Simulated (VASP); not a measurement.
# MgO (Fm-3m) in VASP: further runs

The runs below take MgO through single point, with PBEsol.

Program: VASP 6.6.1. These are calculated values, not measurements. Logs are shortened: lines on timing, memory, paths and dates and some standing lists are left out, and cuts for length are marked.

## Step 1: The cell of the first run

It takes space group Fm-3m (No. 225, cubic). The conventional cell has a = 4.270 Å, b = 4.270 Å, c = 4.270 Å, α = 90.00°, β = 90.00°, γ = 90.00°. Within 2.8 Å of Mg (site symmetry m-3m) lie 6 O at 2.14 Å. O (site symmetry m-3m) has 6 Mg at 2.14 Å within 2.8 Å.

## Step 2: Single point, PBEsol

The input, INCAR:

```
  PREC = Accurate
  ENCUT = 520
  EDIFF = 1E-7
  ISMEAR = 0
  SIGMA = 0.05
  LREAL = F
  LASPH = T
  NELM = 100
  ALGO = Normal
  ISIF = 2
  LWAVE = F
  LCHARG = F
  GGA = PS
  NBANDS = 26
```

The input, KPOINTS:

```
Automatic mesh
0
Gamma
  6 6 6
```

The input, POSCAR:

```
MgO
1.0
    4.2703000000      0.0000000000      0.0000000000
    0.0000000000     -4.2703000000      0.0000000000
    0.0000000000      0.0000000000     -4.2703000000
Mg O
4 4
Direct
    0.0000000000      0.5000000000      0.5000000000
    0.5000000000      0.0000000000      0.5000000000
    0.5000000000      0.5000000000      0.0000000000
    0.0000000000      0.0000000000      0.0000000000
    0.5000000000      0.0000000000      0.0000000000
    0.0000000000      0.5000000000      0.0000000000
    0.0000000000      0.0000000000      0.5000000000
    0.5000000000      0.5000000000      0.5000000000
```

Potentials or basis: VASP PAW PBE potentials, release 64 (Mg, O).

Command:

```sh
cat potpaw_PBE.64/Mg/POTCAR potpaw_PBE.64/O/POTCAR > POTCAR
mpirun -np 1 vasp_std > vasp.out
```

OUTCAR:

```text
PREC = Accurate
   ENCUT = 520
   EDIFF = 1E-7
   ISMEAR = 0
   LREAL = F
   LASPH = T
   NELM = 100
   ISIF = 2
   GGA = PS

 ion  position               nearest neighbor table
   1  0.000  0.500  0.500-   6 2.14   7 2.14   8 2.14   6 2.14   7 2.14   8 2.14   3 3.02   4 3.02
                             2 3.02   2 3.02   4 3.02   3 3.02   4 3.02   2 3.02   3 3.02   4 3.02
   2  0.500  0.000  0.500-   5 2.14   7 2.14   8 2.14   5 2.14   8 2.14   7 2.14   3 3.02   4 3.02
                             1 3.02   1 3.02   3 3.02   3 3.02   3 3.02   1 3.02   4 3.02   4 3.02
   3  0.500  0.500  0.000-   5 2.14   6 2.14   8 2.14   8 2.14   5 2.14   6 2.14   1 3.02   2 3.02
                             1 3.02   2 3.02   4 3.02   2 3.02   2 3.02   1 3.02   4 3.02   4 3.02
   4  0.000  0.000  0.000-   5 2.14   6 2.14   7 2.14   7 2.14   6 2.14   5 2.14   1 3.02   2 3.02
                             1 3.02   1 3.02   3 3.02   2 3.02   1 3.02   2 3.02   3 3.02   3 3.02
   5  0.500  0.000  0.000-   2 2.14   3 2.14   4 2.14   2 2.14   3 2.14   4 2.14
   6  0.000  0.500  0.000-   1 2.14   3 2.14   4 2.14   1 2.14   4 2.14   3 2.14
   7  0.000  0.000  0.500-   1 2.14   2 2.14   4 2.14   4 2.14   1 2.14   2 2.14
   8  0.500  0.500  0.500-   1 2.14   2 2.14   3 2.14   3 2.14   2 2.14   1 2.14

  LATTYP: Found a simple cubic cell.
 ALAT       =     4.2703000000

  Lattice vectors:

 A1 = (   4.2703000000,   0.0000000000,   0.0000000000)
 A2 = (   0.0000000000,  -4.2703000000,   0.0000000000)
 A3 = (   0.0000000000,   0.0000000000,  -4.2703000000)

Analysis of symmetry for initial positions (statically):
=====================================================================
 Subroutine PRICEL returns following result:

  LATTYP: Found a face centered cubic cell.
 ALAT       =     4.2703000000

  Lattice vectors:

 A1 = (   2.1351500000,   2.1351500000,   0.0000000000)
 A2 = (   2.1351500000,   0.0000000000,  -2.1351500000)
 A3 = (   0.0000000000,   2.1351500000,  -2.1351500000)

   4 primitive cells build up your supercell.

 Routine SETGRP: Setting up the symmetry group for a
 simple cubic supercell.

 Subroutine GETGRP returns: Found 48 space group operations
 (whereof 48 operations were pure point group operations)
 out of a pool of 48 trial point group operations.

The static configuration has the point symmetry O_h .

Analysis of symmetry for dynamics (positions and initial velocities):
=====================================================================
 Subroutine PRICEL returns following result:

  LATTYP: Found a face centered cubic cell.
 ALAT       =     4.2703000000

  Lattice vectors:

 A1 = (   2.1351500000,   2.1351500000,   0.0000000000)
 A2 = (   2.1351500000,   0.0000000000,  -2.1351500000)
 A3 = (   0.0000000000,   2.1351500000,  -2.1351500000)

   4 primitive cells build up your supercell.

 Routine SETGRP: Setting up the symmetry group for a
 simple cubic supercell.

 Subroutine GETGRP returns: Found 48 space group operations
 (whereof 48 operations were pure point group operations)
 out of a pool of 48 trial point group operations.

The dynamic configuration has the point symmetry O_h .

 Subroutine INISYM returns: Found 48 space group operations
 (whereof 48 operations are pure point group operations),
 and found     4 'primitive' translations

----------------------------------------------------------------------------------------

                                     Primitive cell

  volume of cell :      19.4677

  direct lattice vectors                    reciprocal lattice vectors
     2.135150000  2.135150000  0.000000000     0.234175585  0.234175585  0.234175585
     2.135150000  0.000000000 -2.135150000     0.234175585 -0.234175585 -0.234175585
     0.000000000  2.135150000 -2.135150000    -0.234175585  0.234175585 -0.234175585

  length of vectors
     3.019558088  3.019558088  3.019558088     0.405604011  0.405604011  0.405604011

  position of ions in fractional coordinates (direct lattice)
     0.000000000  0.000000000  0.000000000
     0.500000000  0.500000000  0.500000000

  ion indices of the primitive-cell ions
   primitive index   ion index
                 1           1
                 2           7

----------------------------------------------------------------------------------------

 KPOINTS: Automatic mesh

Automatic generation of k-mesh.
 Grid dimensions read from file:
 generate k-points for:    6    6    6

 Generating k-lattice:

  Cartesian coordinates                     Fractional coordinates (reciprocal lattice)
     0.039029264  0.000000000  0.000000000     0.166666667  0.000000000  0.000000000
     0.000000000 -0.039029264  0.000000000     0.000000000  0.166666667  0.000000000
     0.000000000  0.000000000 -0.039029264     0.000000000  0.000000000  0.166666667

  Length of vectors
     0.039029264  0.039029264  0.039029264

  Shift w.r.t. Gamma in fractional coordinates (k-lattice)
     0.000000000  0.000000000  0.000000000

 Subroutine IBZKPT returns following result:
 ===========================================

 Found     20 irreducible k-points:

 Following reciprocal coordinates:
            Coordinates               Weight
  0.000000  0.000000  0.000000      1.000000
  0.166667  0.000000  0.000000      6.000000
  0.333333  0.000000  0.000000      6.000000
  0.500000  0.000000  0.000000      3.000000
  0.166667  0.166667  0.000000     12.000000
  0.333333  0.166667  0.000000     24.000000
[... 12 lines left out ...]
  0.500000  0.500000  0.333333      6.000000
  0.500000  0.500000  0.500000      1.000000
   k-points           NKPTS =     20   k-points in BZ     NKDIM =     20   number of bands    NBANDS=     26
   number of dos      NEDOS =    301   number of ions     NIONS =      8
   total plane-waves  NPLWV =  32768
   dimension x,y,z NGX =    32 NGY =   32 NGZ =   32
   dimension x,y,z NGXF=    64 NGYF=   64 NGZF=   64
   ions per type =               4   4
   NGX,Y,Z   is equivalent  to a cutoff of  12.46, 12.46, 12.46 a.u.
   NGXF,Y,Z  is equivalent  to a cutoff of  24.92, 24.92, 24.92 a.u.
 SYSTEM =  unknown system
   PREC   = accura    normal or accurate (medium, high low for compatibility)
   ISTART =      0    job   : 0-new  1-cont  2-samecut
   ICHARG =      2    charge: 1-file 2-atom 10-const
   ISPIN  =      1    spin polarized calculation?
   LNONCOLLINEAR =      F non collinear calculations
   LSORBIT =      F    spin-orbit coupling
   LASPH  =      T    aspherical Exc in radial PAW
   ENCUT  =  520.0 eV  38.22 Ry    6.18 a.u.   7.94  7.94  7.94*2*pi/ulx,y,z
   NELM   =    100;   NELMIN=  2; NELMDL= -5     # of ELM steps
   EDIFF  = 0.1E-06   stopping-criterion for ELM
   LREAL  =      F    real-space projection
   EDIFFG = 0.1E-05   stopping-criterion for IOM
   NSW    =      0    number of steps for IOM
   IBRION =     -1    ionic relax: 0-MD 1-quasi-New 2-CG
   NFREE  =      0    steps in history (QN), initial steepest desc. (CG)
   ISIF   =      2    stress and relaxation
   ISYM   =      2    0-nonsym 1-usesym 2-fastsym
   POTIM  = 0.5000    time-step for ionic-motion
   TEBEG  =    0.0;   TEEND  =   0.0 temperature during run
   PSTRESS=    0.0 pullay stress
   NELECT =      32.0000    total number of electrons
   NUPDOWN=      -1.0000    fix difference up-down
   EMIN   =  10.00;   EMAX   =-10.00  energy-range for DOS
   EFERMI =   0.00;   METHOD = LEGACY
   ISMEAR =     0;   SIGMA  =   0.05  broadening in eV -4-tet -1-fermi 0-gaus
   EFERMI_NEDOS =   21; number of points for ismear=-14 and -15
   IALGO  =     38    algorithm
   IMIX   =      4    mixing-type and parameters
     AMIX     =   0.40;   BMIX     =  1.00
     AMIX_MAG =   1.60;   BMIX_MAG =  1.00
  volume/ion in A,a.u.               =       9.73        65.69
  Fermi-wavevector in a.u.,A,eV,Ry     =   1.217119  2.300022 20.155386  1.481379
  Thomas-Fermi vector in A             =   2.352450
   LORBIT       =      0    0 simple, 1 ext, 2 COOP (PROOUT), +10 PAW based schemes
   GGA     = PS    functional components
   LHFCALC =     F    Hartree Fock is set to
   AEXX    =    0.0000 exact exchange contribution
   IVDW    =     0    specifies the selected vdW correction
   LEPSILON=     F    determine dielectric tensor
   LRPA    =     F    only Hartree local field effects (RPA)
 non-spin polarized calculation
 Gauss-broadening in eV      SIGMA  =   0.05
  energy-cutoff  :      520.00
  volume of cell :       77.87
 maximum number of plane-waves:      2176
 NGX is ok and might be reduce to    32

 number of electron      31.9999975 magnetization

 Free energy of the ion-electron system (eV)
  ---------------------------------------------------
  ext. energy  EPLUGINS =         0.00000000
  ---------------------------------------------------
  free energy    TOTEN  =       -49.98733998 eV

  energy without entropy =      -49.98733998  energy(sigma->0) =      -49.98733998

 E-fermi :   3.0026     XC(G=0): -11.1127

 val. band max:        2.7649236542   @ k =   0.0000   0.0000   0.0000
 cond. band min:       7.0120800545   @ k =   0.0000   0.0000   0.0000
 fundamental gap:      4.2471564003
 Fermi energy:         3.0026159546

 k-point     1 :       0.0000    0.0000    0.0000
  band No.  band energies     occupation
      1     -14.2324      2.00000
      2     -12.7710      2.00000
      3     -12.7710      2.00000
      4     -12.7710      2.00000
      5      -1.2127      2.00000
      6      -1.2127      2.00000
[... 18 lines left out ...]
     25      15.3095      0.00000
     26      15.3095      0.00000

 k-point     2 :       0.1667    0.0000    0.0000
  band No.  band energies     occupation
      1     -14.1395      2.00000
      2     -12.8734      2.00000
      3     -12.7590      2.00000
      4     -12.7590      2.00000
      5      -1.0810      2.00000
      6      -1.0810      2.00000
[... 18 lines left out ...]
     25      15.1736      0.00000
[... 492 lines left out ...]
     25      17.7814      0.00000
     26      17.7814      0.00000

 k-point    20 :       0.5000    0.5000    0.5000
  band No.  band energies     occupation
      1     -13.0213      2.00000
      2     -13.0213      2.00000
      3     -13.0213      2.00000
      4     -13.0213      2.00000
      5      -1.7358      2.00000
      6      -1.7358      2.00000
[... 18 lines left out ...]
     25      18.5260      0.00000
     26      18.5260      0.00000

------------------------ aborting loop because EDIFF is reached ----------------------------------------

  FORCE on cell =-STRESS in cart. coord.  units (eV):
  Direction    XX          YY          ZZ          XY          YZ          ZX
  --------------------------------------------------------------------------------------
  -------------------------------------------------------------------------------------
  Total       -3.0675603     -3.0675603     -3.0675603     -0.0000000     -0.0000000     -0.0000000
  in kB      -63.1144100    -63.1144100    -63.1144100     -0.0000000     -0.0000000     -0.0000000
  external PRESSURE =     -63.1144100 kB  Pullay stress =       0.0000000 kB

 VOLUME and BASIS-vectors are now :
 -----------------------------------------------------------------------------
  energy-cutoff  :      520.00
  volume of cell :       77.87
      direct lattice vectors                 reciprocal lattice vectors
     4.270300000  0.000000000  0.000000000     0.234175585  0.000000000  0.000000000
     0.000000000 -4.270300000  0.000000000     0.000000000 -0.234175585  0.000000000
     0.000000000  0.000000000 -4.270300000     0.000000000  0.000000000 -0.234175585

 POSITION                                       TOTAL-FORCE (eV/Angst)
 -----------------------------------------------------------------------------------
      0.00000     -2.13515     -2.13515        -0.000000     -0.000000     -0.000000
      2.13515      0.00000     -2.13515         0.000000     -0.000000     -0.000000
      2.13515     -2.13515      0.00000        -0.000000     -0.000000      0.000000
      0.00000      0.00000      0.00000         0.000000     -0.000000      0.000000
      2.13515      0.00000      0.00000        -0.000000      0.000000      0.000000
      0.00000     -2.13515      0.00000        -0.000000     -0.000000      0.000000
      0.00000      0.00000     -2.13515        -0.000000      0.000000     -0.000000
      2.13515     -2.13515     -2.13515         0.000000      0.000000     -0.000000
 -----------------------------------------------------------------------------------
    total drift:                                0.000000     -0.000000      0.000000

  FREE ENERGIE OF THE ION-ELECTRON SYSTEM (eV)
  ---------------------------------------------------
  free  energy   TOTEN  =       -49.9873399802 eV

  energy  without entropy=      -49.9873399802  energy(sigma->0) =      -49.98733998
```

Wall time 14 s (1 thread of Intel Xeon 6975P-C (Granite Rapids), shared host); peak memory 0.18 GiB.

What came out:

```
Free energy            : -49.9873 eV
Pressure               : -6.3 GPa
Band gap on the k mesh : 4.25 eV
```

Levels at points of the mesh, in eV from the valence-band top:
```csv
k point,band 12,band 13,band 14,band 15,band 16,band 17,band 18,band 19,band 20,band 21
"(0.00, 0.00, 0.00)",-1.31,-1.31,0.00,0.00,0.00,4.25,8.87,8.87,8.87,9.44
"(0.50, 0.00, 0.00)",-1.72,-0.71,-0.71,-0.71,-0.71,7.58,7.58,10.87,10.87,11.22
"(0.50, 0.50, 0.00)",-1.94,-0.62,-0.62,-0.62,-0.62,9.00,9.00,9.00,9.00,11.38
"(0.50, 0.50, 0.50)",-0.62,-0.62,-0.62,-0.62,-0.62,7.49,7.49,7.49,7.49,12.04
```

Caveat: the PAW data sets were made with another functional, which shifts forces and pressure a little.

## Step 3: Single point, PBEsol

This run uses another cell than the first one: it holds 4 atoms, not 8.

The input, INCAR:

```
PREC     = Accurate       # precision mode
ENCUT    = 520            # plane-wave cutoff, eV
EDIFF    = 1E-6           # SCF threshold, eV
ISMEAR   = 0              # smearing method
SIGMA    = 0.05           # smearing width, eV
LREAL    = F              # projectors in reciprocal space
LASPH    = T              # aspherical terms in the spheres
NELM     = 100            # most SCF steps
ALGO     = Normal         # electronic algorithm
ISIF     = 2              # what is computed and relaxed
LWAVE    = F              # write WAVECAR
LCHARG   = T              # write CHGCAR
GGA      = PS             # functional
LELF     = T              # ELF
LVHAR    = T            
NBANDS   = 16             # bands
```

The input, KPOINTS:

```
Automatic mesh
0
Gamma
  8 8 6
```

The input, POSCAR:

```
MgO
1.0
    0.0000000000     -2.1351500000     -2.1351500000
    0.0000000000      2.1351500000     -2.1351500000
    4.2703000000      0.0000000000      0.0000000000
Mg O
2 2
Direct
    0.5000000000      0.5000000000      0.5000000000
    0.0000000000      0.0000000000      0.0000000000
    0.5000000000      0.5000000000      0.0000000000
    0.0000000000      0.0000000000      0.5000000000
```

Potentials or basis: VASP PAW PBE potentials, release 64 (Mg, O).

Command:

```sh
cat potpaw_PBE.64/Mg/POTCAR potpaw_PBE.64/O/POTCAR > POTCAR
mpirun -np 1 vasp_std > vasp.out
```

Run time: 16 s. Hardware: 1 thread of Intel Xeon Platinum 8488C (Sapphire Rapids), shared host; peak memory 0.17 GiB.

Results (log left out):

- Free energy: -24.9937 eV
- Pressure: -6.3 GPa
- Band gap on the k mesh: 4.25 eV

Levels at points of the mesh, in eV from the valence-band top:
| k point | band 6 | band 7 | band 8 | band 9 | band 10 | band 11 |
| --- | --- | --- | --- | --- | --- | --- |
| (0.00, 0.00, 0.00) | 0.00 | 0.00 | 0.00 | 4.25 | 8.87 | 9.44 |
| (0.50, 0.00, 0.00) | -1.94 | -0.62 | -0.62 | 9.00 | 9.00 | 11.38 |
| (0.50, 0.50, 0.00) | -1.31 | -1.31 | -1.31 | 8.87 | 8.87 | 9.44 |
| (0.00, 0.00, 0.50) | -0.71 | -0.71 | -0.71 | 7.58 | 7.58 | 10.87 |
| (0.50, 0.00, 0.50) | -0.62 | -0.62 | -0.62 | 7.49 | 7.49 | 12.04 |
| (0.50, 0.50, 0.50) | -2.87 | -1.72 | -1.72 | 11.22 | 11.22 | 11.22 |

Caveat: the PAW data sets were made with another functional, which shifts forces and pressure a little. Expect the measured gap to be larger: semilocal functionals such as PBEsol lack the derivative discontinuity.
